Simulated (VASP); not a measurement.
# Sn (Immm) in VASP: further runs

Runs on Sn. Level: LDA. Tasks: electric field gradients, single point.

Everything below comes from runs of VASP 6.6.1. Logs are shortened: lines on timing, memory, paths and dates and some standing lists are left out, and cuts for length are marked.

## 1. The cell of the first run

It takes space group Immm (No. 71, orthorhombic). Conventional cell: a = 3.382 Å, b = 3.909 Å, c = 4.216 Å, α = 90.00°, β = 90.00°, γ = 90.00°. Within 4.4 Å of Sn (site symmetry mmm) lie 14 Sn at 3.34 to 4.22 Å.

## 2. Electric field gradients, LDA

INCAR

```
  PREC = Accurate
  ENCUT = 520
  EDIFF = 1E-8
  ISMEAR = -1
  SIGMA = 0.08
  LREAL = F
  LASPH = T
  NELM = 60
  ALGO = Normal
  ISIF = 2
  LWAVE = F
  LCHARG = F
  GGA = CA
  LEFG = T
  NBANDS = 13
```

KPOINTS

```
regular mesh
0
Gamma
  13 13 13
```

POSCAR

```
Sn
1.0
   -1.6912200000      1.9546610000      2.1078700000
    1.6912200000     -1.9546610000      2.1078700000
    1.6912200000      1.9546610000     -2.1078700000
Sn
1
Direct
    0.0000000000      0.0000000000      0.0000000000
```

Potentials or basis: VASP PAW LDA potentials, release 64 (Sn_d).

Launch:

```
$ cat potpaw_LDA.64/Sn_d/POTCAR > POTCAR
$ mpirun -np 1 vasp_std > vasp.out
```

OUTCAR:

```text
PREC = Accurate
   ENCUT = 520
   EDIFF = 1E-8
   ISMEAR = -1
   LREAL = F
   LASPH = T
   NELM = 60
   ISIF = 2
   GGA = CA

 ion  position               nearest neighbor table
   1  0.000  0.000  0.000-

  LATTYP: Found a body centered orthorhombic cell.
 ALAT       =     3.3824400000
 B/A-ratio  =     1.1557697993
 C/A-ratio  =     1.2463606154

  Lattice vectors:

 A1 = (  -1.6912200000,   1.9546610000,   2.1078700000)
 A2 = (   1.6912200000,  -1.9546610000,   2.1078700000)
 A3 = (   1.6912200000,   1.9546610000,  -2.1078700000)

Analysis of symmetry for initial positions (statically):
=====================================================================
 Subroutine PRICEL returns:
 Original cell was already a primitive cell.

 Routine SETGRP: Setting up the symmetry group for a
 body centered orthorhombic supercell.

 Subroutine GETGRP returns: Found  8 space group operations
 (whereof  8 operations were pure point group operations)
 out of a pool of  8 trial point group operations.

The static configuration has the point symmetry D_2h.

Analysis of symmetry for dynamics (positions and initial velocities):
=====================================================================
 Subroutine PRICEL returns:
 Original cell was already a primitive cell.

 Routine SETGRP: Setting up the symmetry group for a
 body centered orthorhombic supercell.

 Subroutine GETGRP returns: Found  8 space group operations
 (whereof  8 operations were pure point group operations)
 out of a pool of  8 trial point group operations.

The dynamic configuration has the point symmetry D_2h.

 Subroutine INISYM returns: Found  8 space group operations
 (whereof  8 operations are pure point group operations),
 and found     1 'primitive' translations

----------------------------------------------------------------------------------------

                                     Primitive cell

  volume of cell :      27.8725

  direct lattice vectors                    reciprocal lattice vectors
    -1.691220000  1.954661000  2.107870000     0.000000000  0.255798832  0.237206279
     1.691220000 -1.954661000  2.107870000     0.295644564  0.000000000  0.237206279
     1.691220000  1.954661000 -2.107870000     0.295644564  0.255798832  0.000000000

  length of vectors
     3.335272200  3.335272200  3.335272200     0.348855072  0.379041591  0.390945969

  position of ions in fractional coordinates (direct lattice)
     0.000000000  0.000000000  0.000000000

  ion indices of the primitive-cell ions
   primitive index   ion index
                 1           1

----------------------------------------------------------------------------------------

 KPOINTS: regular mesh

Automatic generation of k-mesh.
 Grid dimensions read from file:
 generate k-points for:   13   13   13

 Generating k-lattice:

  Cartesian coordinates                     Fractional coordinates (reciprocal lattice)
     0.000000000  0.019676833  0.018246637     0.076923077  0.000000000  0.000000000
     0.022741890  0.000000000  0.018246637     0.000000000  0.076923077  0.000000000
     0.022741890  0.019676833  0.000000000     0.000000000  0.000000000  0.076923077

  Length of vectors
     0.026835006  0.029157045  0.030072767

  Shift w.r.t. Gamma in fractional coordinates (k-lattice)
     0.000000000  0.000000000  0.000000000

 Subroutine IBZKPT returns following result:
 ===========================================

 Found    343 irreducible k-points:

 Following reciprocal coordinates:
            Coordinates               Weight
  0.000000  0.000000  0.000000      1.000000
  0.076923  0.000000  0.000000      4.000000
  0.153846  0.000000  0.000000      4.000000
  0.230769 -0.000000  0.000000      4.000000
  0.307692  0.000000  0.000000      4.000000
  0.384615  0.000000  0.000000      4.000000
[... 16 lines left out ...]
  0.153846  0.153846 -0.000000      8.000000
  0.230769  0.153846  0.000000      8.000000
 [... further k-points ...]
   k-points           NKPTS =    343   k-points in BZ     NKDIM =    343   number of bands    NBANDS=     13
   number of dos      NEDOS =    301   number of ions     NIONS =      1
   total plane-waves  NPLWV =  21952
   dimension x,y,z NGX =    28 NGY =   28 NGZ =   28
   dimension x,y,z NGXF=    56 NGYF=   56 NGZF=   56
   ions per type =               1
   NGX,Y,Z   is equivalent  to a cutoff of  13.96, 13.96, 13.96 a.u.
   NGXF,Y,Z  is equivalent  to a cutoff of  27.91, 27.91, 27.91 a.u.
 SYSTEM =  unknown system
   PREC   = accura    normal or accurate (medium, high low for compatibility)
   ISTART =      0    job   : 0-new  1-cont  2-samecut
   ICHARG =      2    charge: 1-file 2-atom 10-const
   ISPIN  =      1    spin polarized calculation?
   LNONCOLLINEAR =      F non collinear calculations
   LSORBIT =      F    spin-orbit coupling
   LASPH  =      T    aspherical Exc in radial PAW
   ENCUT  =  520.0 eV  38.22 Ry    6.18 a.u.   6.20  6.20  6.20*2*pi/ulx,y,z
   NELM   =     60;   NELMIN=  2; NELMDL= -5     # of ELM steps
   EDIFF  = 0.1E-07   stopping-criterion for ELM
   LREAL  =      F    real-space projection
   EDIFFG = 0.1E-06   stopping-criterion for IOM
   NSW    =      0    number of steps for IOM
   IBRION =     -1    ionic relax: 0-MD 1-quasi-New 2-CG
   NFREE  =      0    steps in history (QN), initial steepest desc. (CG)
   ISIF   =      2    stress and relaxation
   ISYM   =      2    0-nonsym 1-usesym 2-fastsym
   POTIM  = 0.5000    time-step for ionic-motion
   TEBEG  =    0.0;   TEEND  =   0.0 temperature during run
   PSTRESS=    0.0 pullay stress
   NELECT =      14.0000    total number of electrons
   NUPDOWN=      -1.0000    fix difference up-down
   EMIN   =  10.00;   EMAX   =-10.00  energy-range for DOS
   EFERMI =   0.00;   METHOD = LEGACY
   ISMEAR =    -1;   SIGMA  =   0.08  broadening in eV -4-tet -1-fermi 0-gaus
   EFERMI_NEDOS =   21; number of points for ismear=-14 and -15
   IALGO  =     38    algorithm
   IMIX   =      4    mixing-type and parameters
     AMIX     =   0.40;   BMIX     =  1.00
     AMIX_MAG =   1.60;   BMIX_MAG =  1.00
  volume/ion in A,a.u.               =      27.87       188.09
  Fermi-wavevector in a.u.,A,eV,Ry     =   1.301345  2.459185 23.041444  1.693498
  Thomas-Fermi vector in A             =   2.432485
   LORBIT       =      0    0 simple, 1 ext, 2 COOP (PROOUT), +10 PAW based schemes
   GGA     = CA    functional components
   LHFCALC =     F    Hartree Fock is set to
   AEXX    =    0.0000 exact exchange contribution
   IVDW    =     0    specifies the selected vdW correction
   LEPSILON=     F    determine dielectric tensor
   LRPA    =     F    only Hartree local field effects (RPA)
 non-spin polarized calculation
  energy-cutoff  :      520.00
  volume of cell :       27.87
 maximum number of plane-waves:       770
 NGX is ok and might be reduce to    28
   NGX = 13   NGY = 13   NGZ = 13

 number of electron      14.0000003 magnetization

 Free energy of the ion-electron system (eV)
  ---------------------------------------------------
  ext. energy  EPLUGINS =         0.00000000
  ---------------------------------------------------
  free energy    TOTEN  =        -4.42304028 eV

  energy without entropy =       -4.41081787  energy(sigma->0) =       -4.41692908

 E-fermi :   7.5490     XC(G=0): -10.4787

 val. band max:        7.5423229789   @ k =   0.2308   0.0769  -0.0000
 cond. band min:       7.5508187869   @ k =  -0.3846  -0.3846   0.2308
 fundamental gap:      0.0084958080
 Fermi energy:         7.5490325278

 k-point     1 :       0.0000    0.0000    0.0000
  band No.  band energies     occupation
      1     -13.9475      2.00000
      2     -13.8896      2.00000
      3     -13.8748      2.00000
      4     -13.8640      2.00000
      5     -13.7715      2.00000
      6      -3.4302      2.00000
      7      14.1474      0.00000
      8      14.2914      0.00000
      9      16.2014      0.00000
     10      17.9867      0.00000
     11      19.0794      0.00000
     12      19.3601      0.00000
     13      20.5179      0.00000
[... 353 lines left out ...]
 k-point    24 :       0.2308    0.1538    0.0000
  band No.  band energies     occupation
      1     -13.9039      2.00000
      2     -13.8906      2.00000
      3     -13.8526      2.00000
      4     -13.8038      2.00000
      5     -13.7772      2.00000
      6      -1.3094      2.00000
      7       6.8717      1.99958
      8      10.6066      0.00000
      9      13.7116      0.00000
     10      17.2464      0.00000
     11      19.6482      0.00000
     12      20.6914      0.00000
     13      22.1593      0.00000

 [... further k-points ...]

------------------------ aborting loop because EDIFF is reached ----------------------------------------

  FORCE on cell =-STRESS in cart. coord.  units (eV):
  Direction    XX          YY          ZZ          XY          YZ          ZX
  --------------------------------------------------------------------------------------
  -------------------------------------------------------------------------------------
  Total       -0.6367818     -0.6333033     -0.7638517     -0.0000000      0.0000000      0.0000000
  in kB      -36.6037729    -36.4038178    -43.9080616     -0.0000000      0.0000000      0.0000000
  external PRESSURE =     -38.9718841 kB  Pullay stress =       0.0000000 kB

 VOLUME and BASIS-vectors are now :
 -----------------------------------------------------------------------------
  energy-cutoff  :      520.00
  volume of cell :       27.87
      direct lattice vectors                 reciprocal lattice vectors
    -1.691220000  1.954661000  2.107870000     0.000000000  0.255798832  0.237206279
     1.691220000 -1.954661000  2.107870000     0.295644564  0.000000000  0.237206279
     1.691220000  1.954661000 -2.107870000     0.295644564  0.255798832  0.000000000

 POSITION                                       TOTAL-FORCE (eV/Angst)
 -----------------------------------------------------------------------------------
      0.00000      0.00000      0.00000        -0.000000      0.000000      0.000000
 -----------------------------------------------------------------------------------
    total drift:                               -0.000000     -0.000000     -0.000000

  FREE ENERGIE OF THE ION-ELECTRON SYSTEM (eV)
  ---------------------------------------------------
  free  energy   TOTEN  =        -4.4230402842 eV

  energy  without entropy=       -4.4108178674  energy(sigma->0) =       -4.41692908

 Electric field gradients (V/A^2)
---------------------------------------------------------------------
 ion       V_xx      V_yy      V_zz      V_xy      V_xz      V_yz
---------------------------------------------------------------------
   1       9.739    -0.327    -9.412    -0.002    -0.002    -0.001
---------------------------------------------------------------------

 Electric field gradients after diagonalization (V/A^2)
 (convention: |V_zz| > |V_xx| > |V_yy|)
----------------------------------------------------------------------
 ion       V_xx      V_yy      V_zz     asymmetry (V_yy - V_xx)/ V_zz
----------------------------------------------------------------------
   1      -9.412    -0.327     9.739       0.933
----------------------------------------------------------------------

           NMR quadrupolar parameters

 Cq : quadrupolar parameter    Cq=e*Q*V_zz/h
 eta: asymmetry parameters     (V_yy - V_xx)/ V_zz
 Q  : nuclear electric quadrupole moment in mb (millibarn)
----------------------------------------------------------------------
 ion       Cq(MHz)       eta       Q (mb)
----------------------------------------------------------------------
   1       0.024       0.933       1.000
----------------------------------------------------------------------
```

It took 90 s on 1 thread of Intel Xeon Platinum 8259CL at 2.50GHz (Skylake/Cascade Lake), shared host; peak memory 0.23 GiB.

Results:

* Free energy: -4.4230 eV
* Pressure: -3.9 GPa
* Band gap on the k mesh: zero (bands 7 and 8 overlap by 8.74 eV)
* Largest electric field gradient by atom: Sn +9.7 V/Å²

Electric field gradients, principal values (V/Å²):
| atom | least | middle | greatest (by size) |
| --- | --- | --- | --- |
| 1 Sn | -0.327 | -9.412 | 9.739 |

Caveat: the cell stands under tension; without QUAD_EFG the Cq values of the log hold for a quadrupole moment of 1 mb, not for the nuclei; spin-orbit coupling is left out, which moves the levels of the heavy elements.

## 3. Electric field gradients, LDA (28.71 Å³/atom)

This run uses another cell than the first one, of 28.71 Å³/atom.

INCAR

```
SYSTEM = Sn
  PREC = Accurate
  ENCUT = 520
  EDIFF = 1E-8
  ISMEAR = -1
  SIGMA = 0.08
  LREAL = .False.
  LASPH = .True.
  NELM = 80
  ALGO = Normal
  ISIF = 2
  LWAVE = .False.
  LCHARG = .False.
  GGA = CA
  LEFG = .True.
  NBANDS = 13
```

KPOINTS

```
Automatic mesh
0
Gamma
  13 13 13
  0 0 0
```

POSCAR

```
Sn
1.0
   -1.7079658415      1.9740153379      2.1287413574
    1.7079658415     -1.9740153379      2.1287413574
    1.7079658415      1.9740153379     -2.1287413574
Sn
1
Direct
    0.0000000000      0.0000000000      0.0000000000
```

Potentials or basis: VASP PAW LDA potentials, release 64 (Sn_d).

Launch:

```
$ cat potpaw_LDA.64/Sn_d/POTCAR > POTCAR
$ mpirun -np 1 vasp_std > vasp.out
```

OUTCAR:

```text
SYSTEM = Sn
   PREC = Accurate
   ENCUT = 520
   EDIFF = 1E-8
   ISMEAR = -1
   LREAL = .False.
   LASPH = .True.
   NELM = 80
   ISIF = 2
   GGA = CA

 ion  position               nearest neighbor table
   1  0.000  0.000  0.000-

  LATTYP: Found a body centered orthorhombic cell.
 ALAT       =     3.4159316830
 B/A-ratio  =     1.1557697993
 C/A-ratio  =     1.2463606155

  Lattice vectors:

 A1 = (  -1.7079658415,   1.9740153379,   2.1287413574)
 A2 = (   1.7079658415,  -1.9740153379,   2.1287413574)
 A3 = (   1.7079658415,   1.9740153379,  -2.1287413574)

Analysis of symmetry for initial positions (statically):
=====================================================================
 Subroutine PRICEL returns:
 Original cell was already a primitive cell.

 Routine SETGRP: Setting up the symmetry group for a
 body centered orthorhombic supercell.

[... 565 lines left out ...]
  external PRESSURE =     -49.9035735 kB  Pullay stress =       0.0000000 kB

 VOLUME and BASIS-vectors are now :
 -----------------------------------------------------------------------------
  energy-cutoff  :      520.00
  volume of cell :       28.71
      direct lattice vectors                 reciprocal lattice vectors
    -1.707965842  1.974015338  2.128741357     0.000000000  0.253290838  0.234880578
     1.707965842 -1.974015338  2.128741357     0.292745901  0.000000000  0.234880578
     1.707965842  1.974015338 -2.128741357     0.292745901  0.253290838  0.000000000

 POSITION                                       TOTAL-FORCE (eV/Angst)
 -----------------------------------------------------------------------------------
      0.00000      0.00000      0.00000        -0.000000     -0.000000      0.000000
 -----------------------------------------------------------------------------------
    total drift:                               -0.000000     -0.000000     -0.000000

  FREE ENERGIE OF THE ION-ELECTRON SYSTEM (eV)
  ---------------------------------------------------
  free  energy   TOTEN  =        -4.4001453726 eV

  energy  without entropy=       -4.3875602012  energy(sigma->0) =       -4.39385279

 Electric field gradients (V/A^2)
---------------------------------------------------------------------
 ion       V_xx      V_yy      V_zz      V_xy      V_xz      V_yz
---------------------------------------------------------------------
   1       8.025     0.724    -8.749    -0.001    -0.001    -0.001
---------------------------------------------------------------------

 Electric field gradients after diagonalization (V/A^2)
 (convention: |V_zz| > |V_xx| > |V_yy|)
----------------------------------------------------------------------
 ion       V_xx      V_yy      V_zz     asymmetry (V_yy - V_xx)/ V_zz
----------------------------------------------------------------------
   1       8.025     0.724    -8.749       0.835
----------------------------------------------------------------------

           NMR quadrupolar parameters

 Cq : quadrupolar parameter    Cq=e*Q*V_zz/h
 eta: asymmetry parameters     (V_yy - V_xx)/ V_zz
 Q  : nuclear electric quadrupole moment in mb (millibarn)
----------------------------------------------------------------------
 ion       Cq(MHz)       eta       Q (mb)
----------------------------------------------------------------------
   1      -0.021       0.835       1.000
----------------------------------------------------------------------
```

stdout:

```text
POSCAR found type information on POSCAR Sn
 POSCAR found :  1 types and       1 ions
 scaLAPACK will be used
 LDA part: xc-table for (Slater(with rela. corr.)+CA(PZ))
 , standard interpolation
 POSCAR, INCAR and KPOINTS ok, starting setup
 FFT: planning ... GRIDC
 FFT: planning ... GRID_SOFT
 FFT: planning ... GRID
 WAVECAR not read
 entering main loop
ion   1
```

It took 91 s on 1 thread of Intel Xeon Platinum 8259CL at 2.50GHz (Skylake/Cascade Lake), shared host; peak memory 0.23 GiB.

Results:

- Free energy: -4.4001 eV
- Pressure: -5.0 GPa
- Band gap on the k mesh: zero (bands 7 and 8 overlap by 8.45 eV)
- Largest electric field gradient by atom: Sn -8.7 V/Å²

Levels at points of the mesh, in eV from the Fermi level:
| k point | band 5 | band 6 | band 7 | band 8 | band 9 | band 10 |
| --- | --- | --- | --- | --- | --- | --- |
| (0.00, 0.00, 0.00) | -21.31 | -10.77 | 6.40 | 6.55 | 8.35 | 10.28 |

Electric field gradients, principal values (V/Å²):
```csv
atom,least,middle,greatest (by size)
1 Sn,0.724,8.025,-8.749
```

Caveat: the cell stands under tension; without QUAD_EFG the Cq values of the log hold for a quadrupole moment of 1 mb, not for the nuclei; spin-orbit coupling is left out, which moves the levels of the heavy elements.

[end of part 1 of 2]
